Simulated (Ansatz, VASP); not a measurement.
**Ga3As3CO: VASP beside Ansatz**

```
Ga As O C
1.0
     4.01370    0.00000    0.00000
     0.00000    5.67623    0.00000
     0.00000    0.00000   23.33527
Ga As O C
3 3 1 1
Direct
  0.50000 0.50000 0.17141
  0.00000 0.06538 0.26800
  0.50000 0.48946 0.32285
  0.00000 0.25000 0.17141
  0.50000 0.81022 0.25049
  0.00000 0.28876 0.35934
  0.00000 0.78876 0.48361
  0.00000 0.78876 0.53290
```

Alike in both runs: task single point; functional PBE; dispersion D3(BJ); k mesh 7 × 5 × 1; occupations gaussian, width 0.05 eV; no spin polarisation.

```csv
,VASP,Ansatz
version,VASP 6.6.1,Ansatz 0.2.0
potentials or method,"VASP PAW PBE potentials, release 64 (Ga_d, As_d, O, C), cutoff 520 eV","scalar-relativistic, plane waves, PAW"
valence electrons in the cell,94,94
```

```csv
,VASP,Ansatz,Ansatz less VASP
gap on the k mesh at the Fermi level (eV),0.40,0.41,+0.003
least direct gap on the mesh (eV),0.76,0.76,+0.002
rms of the force components (eV/Å),0.376,0.541,+0.1650
```

One of these differences is far larger than is usual between the two programs; its cause wasn't traced.

Noted on VASP's run: the standard files for N, O and F lose accuracy on very short bonds.
